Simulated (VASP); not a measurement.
Co12Si24B (a cell with a defect), 37 atoms in the cell. The cell holds a defect, 37 atoms: a = 7.581 Å, b = 7.581 Å, c = 11.371 Å, α = 60.00°, β = 60.00°, γ = 60.00°. 

| Quantity | Value |
| --- | --- |
| Program | VASP 6.6.1 |
| Task | single point |
| Functional | PBE |
| Potentials or basis | VASP PAW PBE potentials, release 64 (Co, Si, B) |
| Cutoff | 520 eV |
| k mesh | 1 × 1 × 1 |
| Occupations | methfessel-paxton, width 0.1 eV |
| Spin | no spin polarisation |
| Dipole correction | no |
| Further INCAR settings | LREAL = Auto; ALGO = Normal; EDIFF = 1e-06; NBANDS = 128 |

Potentials or basis: VASP PAW PBE potentials, release 64 (Co, Si, B).

Launch:

```console
$ cat potpaw_PBE.64/Co/POTCAR potpaw_PBE.64/Si/POTCAR potpaw_PBE.64/B/POTCAR > POTCAR
$ mpirun -np 1 vasp_gam > vasp.out
```

Hardware: 1 thread of Intel Xeon 8259CL, with other jobs on the host.

Task: Estimate the wall time of this run.

Result: Wall time 8.9 min on 1 thread of Intel Xeon 8259CL, on a shared host, peak memory 0.59 GiB. Counts: scf iterations 26, k points 1.
